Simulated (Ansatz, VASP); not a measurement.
One calculation of Y, two programs

```
Y
1.0
     3.59331    0.00000    0.00000
    -1.79666    3.11190    0.00000
     0.00000    0.00000   11.68405
Y
4
Direct
  0.66667 0.33333 0.75000
  0.00000 0.00000 0.50000
  0.33333 0.66667 0.25000
  0.00000 0.00000 0.00000
```

Change from the starting cell: volume scaled by 0.96.

Alike in both runs: task single point; functional PBEsol; k mesh 8 × 8 × 3; occupations fermi-dirac, width 0.05 eV; no spin polarisation.

|  | VASP | Ansatz |
| --- | --- | --- |
| version | VASP 6.6.1 | Ansatz 0.2.0 |
| potentials or method | VASP PAW PBE potentials, release 64 (Y_sv), cutoff 520 eV | all-electron LAPW, scalar-relativistic |

Ansatz gave:

* gap on the k mesh at the Fermi level (eV): none
* pressure (GPa): -2.2
* traceless stress, the component that is largest in VASP (GPa): -0.35

Problem. What did VASP give for the same quantities?

Solution. gap on the k mesh at the Fermi level (eV): none; pressure (GPa): -2.3; traceless stress, the component that is largest in VASP (GPa): -0.34.

VASP's potentials were made for PBE, not for PBEsol. A gap of «none» marks a metal or a gap that the smearing closes. Ansatz ran all-electron here, and VASP with PAW potentials.
